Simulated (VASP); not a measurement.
# Rb (Pm-3m) in VASP: notebook

Runs on Rb. Level: PBEsol. Tasks: single point.

All numbers are computed with VASP 6.6.1; they aren't measurements. Logs are shortened: lines on timing, memory, paths and dates and some standing lists are left out, and cuts for length are marked.

**1. The cell of the first run**

The structure is cubic, space group Pm-3m (No. 221). The conventional cell has a = 3.793 Å, b = 3.793 Å, c = 3.793 Å, α = 90.00°, β = 90.00°, γ = 90.00°. Within 5.0 Å of Rb (site symmetry m-3m) lie 6 Rb at 3.79 Å.

**2. Single point, PBEsol (volume scaled by 0.58)**

File INCAR:

```
ALGO = Normal
EDIFF = 1E-7
ENCUT = 520
GGA = PS
ISIF = 2
ISMEAR = -1
LASPH = T
LCHARG = T
LELF = T
LREAL = F
LVHAR = T
LWAVE = F
NBANDS = 10
NELM = 80
PREC = Accurate
SIGMA = 0.1
```

File KPOINTS:

```
k-points
0
Gamma
  9 9 9
```

File POSCAR:

```
Rb
1.0
    3.7928291730      0.0000000000      0.0000000000
    0.0000000000      3.7928291730      0.0000000000
    0.0000000000      0.0000000000      3.7928291730
Rb
1
Direct
    0.0000000000      0.0000000000      0.0000000000
```

Potentials or basis: VASP PAW PBE potentials, release 64 (Rb_sv).

Started as:

```bash
cat potpaw_PBE.64/Rb_sv/POTCAR > POTCAR
mpirun -np 1 vasp_std > vasp.out
```

OUTCAR:

```text
EDIFF = 1E-7
   ENCUT = 520
   GGA = PS
   ISIF = 2
   ISMEAR = -1
   LASPH = T
   LREAL = F
   NELM = 80
   PREC = Accurate

 ion  position               nearest neighbor table
   1  0.000  0.000  0.000-

  LATTYP: Found a simple cubic cell.
 ALAT       =     3.7928291730

  Lattice vectors:

 A1 = (   3.7928291730,   0.0000000000,   0.0000000000)
 A2 = (   0.0000000000,   3.7928291730,   0.0000000000)
 A3 = (   0.0000000000,   0.0000000000,   3.7928291730)

Analysis of symmetry for initial positions (statically):
=====================================================================
 Subroutine PRICEL returns:
 Original cell was already a primitive cell.

 Routine SETGRP: Setting up the symmetry group for a
 simple cubic supercell.

 Subroutine GETGRP returns: Found 48 space group operations
[... 9 lines left out ...]

 Routine SETGRP: Setting up the symmetry group for a
 simple cubic supercell.

 Subroutine GETGRP returns: Found 48 space group operations
[... 11 lines left out ...]
                                     Primitive cell

  volume of cell :      54.5619

  direct lattice vectors                    reciprocal lattice vectors
     3.792829173  0.000000000  0.000000000     0.263655428  0.000000000  0.000000000
     0.000000000  3.792829173  0.000000000     0.000000000  0.263655428  0.000000000
     0.000000000  0.000000000  3.792829173     0.000000000  0.000000000  0.263655428

  length of vectors
     3.792829173  3.792829173  3.792829173     0.263655428  0.263655428  0.263655428

  position of ions in fractional coordinates (direct lattice)
     0.000000000  0.000000000  0.000000000

  ion indices of the primitive-cell ions
   primitive index   ion index
                 1           1

----------------------------------------------------------------------------------------

 KPOINTS: k-points

Automatic generation of k-mesh.
 Grid dimensions read from file:
 generate k-points for:    9    9    9

 Generating k-lattice:

  Cartesian coordinates                     Fractional coordinates (reciprocal lattice)
     0.029295048  0.000000000  0.000000000     0.111111111  0.000000000  0.000000000
     0.000000000  0.029295048  0.000000000     0.000000000  0.111111111  0.000000000
     0.000000000  0.000000000  0.029295048     0.000000000  0.000000000  0.111111111

  Length of vectors
     0.029295048  0.029295048  0.029295048

  Shift w.r.t. Gamma in fractional coordinates (k-lattice)
     0.000000000  0.000000000  0.000000000

 Subroutine IBZKPT returns following result:
 ===========================================

 Found     35 irreducible k-points:

 Following reciprocal coordinates:
            Coordinates               Weight
  0.000000  0.000000  0.000000      1.000000
  0.111111  0.000000  0.000000      6.000000
  0.222222  0.000000  0.000000      6.000000
  0.333333  0.000000  0.000000      6.000000
  0.444444  0.000000  0.000000      6.000000
  0.111111  0.111111  0.000000     12.000000
[... 16 lines left out ...]
  0.333333  0.333333  0.111111     24.000000
  0.444444  0.333333  0.111111     48.000000
 [... further k-points ...]
   k-points           NKPTS =     35   k-points in BZ     NKDIM =     35   number of bands    NBANDS=     10
   number of dos      NEDOS =    301   number of ions     NIONS =      1
   total plane-waves  NPLWV =  21952
   dimension x,y,z NGX =    28 NGY =   28 NGZ =   28
   dimension x,y,z NGXF=    56 NGYF=   56 NGZF=   56
   ions per type =               1
   NGX,Y,Z   is equivalent  to a cutoff of  12.27, 12.27, 12.27 a.u.
   NGXF,Y,Z  is equivalent  to a cutoff of  24.55, 24.55, 24.55 a.u.
 SYSTEM =  unknown system
   PREC   = accura    normal or accurate (medium, high low for compatibility)
   ISTART =      0    job   : 0-new  1-cont  2-samecut
   ICHARG =      2    charge: 1-file 2-atom 10-const
   ISPIN  =      1    spin polarized calculation?
   LNONCOLLINEAR =      F non collinear calculations
   LSORBIT =      F    spin-orbit coupling
   LASPH  =      T    aspherical Exc in radial PAW
   ENCUT  =  520.0 eV  38.22 Ry    6.18 a.u.   7.05  7.05  7.05*2*pi/ulx,y,z
   NELM   =     80;   NELMIN=  2; NELMDL= -5     # of ELM steps
   EDIFF  = 0.1E-06   stopping-criterion for ELM
   LREAL  =      F    real-space projection
   EDIFFG = 0.1E-05   stopping-criterion for IOM
   NSW    =      0    number of steps for IOM
   IBRION =     -1    ionic relax: 0-MD 1-quasi-New 2-CG
   NFREE  =      0    steps in history (QN), initial steepest desc. (CG)
   ISIF   =      2    stress and relaxation
   ISYM   =      2    0-nonsym 1-usesym 2-fastsym
   POTIM  = 0.5000    time-step for ionic-motion
   TEBEG  =    0.0;   TEEND  =   0.0 temperature during run
   PSTRESS=    0.0 pullay stress
   NELECT =       9.0000    total number of electrons
   NUPDOWN=      -1.0000    fix difference up-down
   EMIN   =  10.00;   EMAX   =-10.00  energy-range for DOS
   EFERMI =   0.00;   METHOD = LEGACY
   ISMEAR =    -1;   SIGMA  =   0.10  broadening in eV -4-tet -1-fermi 0-gaus
   EFERMI_NEDOS =   21; number of points for ismear=-14 and -15
   IALGO  =     38    algorithm
   IMIX   =      4    mixing-type and parameters
     AMIX     =   0.40;   BMIX     =  1.00
     AMIX_MAG =   1.60;   BMIX_MAG =  1.00
  volume/ion in A,a.u.               =      54.56       368.20
  Fermi-wavevector in a.u.,A,eV,Ry     =   0.897826  1.696646 10.967551  0.806092
  Thomas-Fermi vector in A             =   2.020459
   LORBIT       =      0    0 simple, 1 ext, 2 COOP (PROOUT), +10 PAW based schemes
   GGA     = PS    functional components
   LHFCALC =     F    Hartree Fock is set to
   AEXX    =    0.0000 exact exchange contribution
   IVDW    =     0    specifies the selected vdW correction
   LEPSILON=     F    determine dielectric tensor
   LRPA    =     F    only Hartree local field effects (RPA)
 non-spin polarized calculation
  energy-cutoff  :      520.00
  volume of cell :       54.56
 maximum number of plane-waves:      1482
   NGX = 15   NGY = 15   NGZ = 15

 number of electron       8.9999999 magnetization

 Free energy of the ion-electron system (eV)
  ---------------------------------------------------
  ext. energy  EPLUGINS =         0.00000000
  ---------------------------------------------------
  free energy    TOTEN  =        -0.67435183 eV

  energy without entropy =       -0.63308475  energy(sigma->0) =       -0.65371829

 E-fermi :   1.4312     XC(G=0):  -6.9762

 val. band max:        1.4281403270   @ k =   0.4444   0.1111   0.1111
 cond. band min:       1.4670105203   @ k =   0.4444   0.4444   0.0000
 fundamental gap:      0.0388701934
 Fermi energy:         1.4311757776

 k-point     1 :       0.0000    0.0000    0.0000
  band No.  band energies     occupation
      1     -27.6243      2.00000
      2     -11.4350      2.00000
      3     -11.4350      2.00000
      4     -11.4350      2.00000
      5      -1.2238      2.00000
      6       3.5305      0.00000
      7       3.5305      0.00000
      8       9.0830      0.00000
      9       9.0830      0.00000
     10       9.0830      0.00000

 k-point     2 :       0.1111    0.0000    0.0000
  band No.  band energies     occupation
      1     -27.6183      2.00000
      2     -11.5212      2.00000
      3     -11.4276      2.00000
      4     -11.4276      2.00000
      5      -1.0325      2.00000
      6       3.6092      0.00000
      7       3.6226      0.00000
      8       8.2720      0.00000
      9       8.2720      0.00000
     10       9.1259      0.00000

 k-point     3 :       0.2222    0.0000    0.0000
  band No.  band energies     occupation
      1     -27.6033      2.00000
      2     -11.7305      2.00000
      3     -11.4089      2.00000
      4     -11.4089      2.00000
      5      -0.5072      2.00000
      6       3.6684      0.00000
      7       3.8265      0.00000
      8       7.3352      0.00000
      9       7.3352      0.00000
     10       8.4403      0.00000

 k-point     4 :       0.3333    0.0000    0.0000
  band No.  band energies     occupation
      1     -27.5861      2.00000
      2     -11.9546      2.00000
      3     -11.3874      2.00000
      4     -11.3874      2.00000
      5       0.2499      1.99999
      6       3.2048      0.00000
      7       4.1156      0.00000
      8       6.6489      0.00000
      9       6.6489      0.00000
     10       8.8548      0.00000

 k-point     5 :       0.4444    0.0000    0.0000
  band No.  band energies     occupation
      1     -27.5749      2.00000
      2     -12.0940      2.00000
      3     -11.3733      2.00000
      4     -11.3733      2.00000
      5       1.1061      1.92541
      6       2.3622      0.00018
      7       4.3398      0.00000
      8       6.2899      0.00000
      9       6.2899      0.00000
     10       9.4108      0.00000

 k-point     6 :       0.1111    0.1111    0.0000
  band No.  band energies     occupation
      1     -27.6125      2.00000
      2     -11.5206      2.00000
      3     -11.5054      2.00000
      4     -11.4203      2.00000
      5      -0.8446      2.00000
      6       3.6840      0.00000
      7       3.7276      0.00000
      8       7.4386      0.00000
      9       8.0860      0.00000
     10       8.7324      0.00000
[... 183 lines left out ...]
 k-point    21 :       0.3333    0.2222    0.1111
  band No.  band energies     occupation
      1     -27.5602      2.00000
      2     -11.9021      2.00000
      3     -11.6557      2.00000
      4     -11.4406      2.00000
      5       0.9470      1.98433
      6       3.4396      0.00000
      7       4.4828      0.00000
      8       5.6685      0.00000
      9       6.4913      0.00000
     10       7.3748      0.00000

 k-point    22 :       0.4444    0.2222    0.1111
  band No.  band energies     occupation
      1     -27.5491      2.00000
      2     -12.0360      2.00000
      3     -11.6372      2.00000
      4     -11.4256      2.00000
      5       1.6668      0.17319
      6       2.6400      0.00001
      7       4.7899      0.00000
      8       5.2133      0.00000
      9       6.8185      0.00000
     10       7.4689      0.00000

 k-point    23 :       0.3333    0.3333    0.1111
  band No.  band energies     occupation
      1     -27.5436      2.00000
      2     -11.8787      2.00000
      3     -11.8550      2.00000
      4     -11.4186      2.00000
      5       1.3771      1.26413
      6       3.3406      0.00000
      7       4.5590      0.00000
      8       5.5544      0.00000
      9       6.6160      0.00000
     10       7.1423      0.00000

 k-point    24 :       0.4444    0.3333    0.1111
  band No.  band energies     occupation
      1     -27.5327      2.00000
      2     -11.9985      2.00000
      3     -11.8440      2.00000
      4     -11.4040      2.00000
      5       1.6660      0.17448
      6       3.1769      0.00000
      7       4.6374      0.00000
      8       5.2794      0.00000
      9       6.9928      0.00000
     10       7.1839      0.00000

 [... further k-points ...]
[... 5 lines left out ...]
  --------------------------------------------------------------------------------------
  -------------------------------------------------------------------------------------
  Total        1.0884844      1.0884844      1.0884844      0.0000000      0.0000000     -0.0000000
  in kB       31.9626618     31.9626618     31.9626618      0.0000000      0.0000000     -0.0000000
  external PRESSURE =      31.9626618 kB  Pullay stress =       0.0000000 kB

 VOLUME and BASIS-vectors are now :
 -----------------------------------------------------------------------------
  energy-cutoff  :      520.00
  volume of cell :       54.56
      direct lattice vectors                 reciprocal lattice vectors
     3.792829173  0.000000000  0.000000000     0.263655428  0.000000000  0.000000000
     0.000000000  3.792829173  0.000000000     0.000000000  0.263655428  0.000000000
     0.000000000  0.000000000  3.792829173     0.000000000  0.000000000  0.263655428

 POSITION                                       TOTAL-FORCE (eV/Angst)
 -----------------------------------------------------------------------------------
      0.00000      0.00000      0.00000         0.000000      0.000000      0.000000
 -----------------------------------------------------------------------------------
    total drift:                               -0.000000      0.000000     -0.000000

  FREE ENERGIE OF THE ION-ELECTRON SYSTEM (eV)
  ---------------------------------------------------
  free  energy   TOTEN  =        -0.6743518317 eV

  energy  without entropy=       -0.6330847506  energy(sigma->0) =       -0.65371829
```

It took 15 s on 1 thread of Intel Xeon Platinum 8259CL at 2.50GHz (Skylake/Cascade Lake), shared host; peak memory 0.16 GiB.

What came out:

- Free energy: -0.6744 eV
- Pressure: 3.2 GPa

Levels at points of the mesh, in eV from the Fermi level:
```csv
k point,band 3,band 4,band 5,band 6,band 7,band 8
"(0.00, 0.00, 0.00)",-12.87,-12.87,-2.65,2.10,2.10,7.65
```

Caveat: the PAW data sets were made with another functional, which shifts forces and pressure a little.

**3. Single point, PBEsol (volume scaled by 0.68)**

File INCAR:

```
SYSTEM = Rb
PREC     = Accurate       ! precision mode
ENCUT    = 520            ! plane-wave cutoff, eV
EDIFF    = 1E-6           ! SCF threshold, eV
ISMEAR   = -1             ! smearing method
SIGMA    = 0.1            ! smearing width, eV
LREAL    = .False.        ! projectors in reciprocal space
LASPH    = .True.         ! aspherical terms in the spheres
NELM     = 60             ! most SCF steps
ALGO     = Normal         ! electronic algorithm
ISIF     = 2              ! what is computed and relaxed
LWAVE    = .False.        ! write WAVECAR
LCHARG   = .False.        ! write CHGCAR
GGA      = PS             ! functional
NBANDS   = 10             ! bands
```

File KPOINTS:

```
Automatic mesh
0
Gamma
  9 9 9
  0 0 0
```

File POSCAR:

```
Rb
1.0
    3.9993577636      0.0000000000      0.0000000000
    0.0000000000      3.9993577636      0.0000000000
    0.0000000000      0.0000000000      3.9993577636
Rb
1
Direct
    0.0000000000      0.0000000000      0.0000000000
```

Potentials or basis: VASP PAW PBE potentials, release 64 (Rb_sv).

Started as:

```bash
cat potpaw_PBE.64/Rb_sv/POTCAR > POTCAR
mpirun -np 1 vasp_std > vasp.out
```

It took 19 s on 1 thread of Intel Xeon Platinum 8259CL at 2.50GHz (Skylake/Cascade Lake), shared host; peak memory 0.17 GiB.

Results (log left out):

* Free energy: -0.8176 eV
* Pressure: 1.8 GPa

Levels at points of the mesh, in eV from the Fermi level:
```csv
k point,band 2,band 3,band 4,band 5,band 6,band 7,band 8,band 9
"(0.00, 0.00, 0.00)",-12.92,-12.92,-12.92,-2.47,2.19,2.19,7.08,7.08
```

Caveat: the PAW data sets were made with another functional, which shifts forces and pressure a little.
